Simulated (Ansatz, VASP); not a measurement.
## Ga2SbP: VASP beside Ansatz

```
P Ga Sb
1.0
     4.09262    0.00000    0.00000
     0.00000    4.09262    0.00000
     0.00000    0.00000    5.80349
P Ga Sb
1 2 1
Cartesian
  0.0000 0.0000 0.0000
  0.0000 2.0463 4.5033
  2.0463 0.0000 1.3002
  2.0463 2.0463 2.9017
```

Alike in both runs: task single point; functional PBE; k mesh 6 × 6 × 4; occupations fermi-dirac, width 0.02 eV; non-collinear spin, spin-orbit coupling.

|  | VASP | Ansatz |
| --- | --- | --- |
| version | VASP 6.6.1 | Ansatz 0.2.0 |
| potentials or method | VASP PAW PBE potentials, release 64 (P, Ga_d, Sb) | plane waves, PAW |
| plane-wave cutoff (eV) | 520 | 420 |
| valence electrons in the cell | 36 | 46 |

|  | VASP | Ansatz | Ansatz less VASP |
| --- | --- | --- | --- |
| pressure (GPa) | 2.3 | 2.2 | -0.10 |
| rms of the force components (eV/Å) | 0.038 | 0.033 | -0.0052 |
| net moment per atom (μB) | 0.00 | 0.00 | 0.000 |

With one functional, cell and mesh, what is left measures potentials, basis and numerics. VASP's potentials hold 36 valence electrons a cell and Ansatz's 46, so a difference there can come from the potentials and not from the codes.
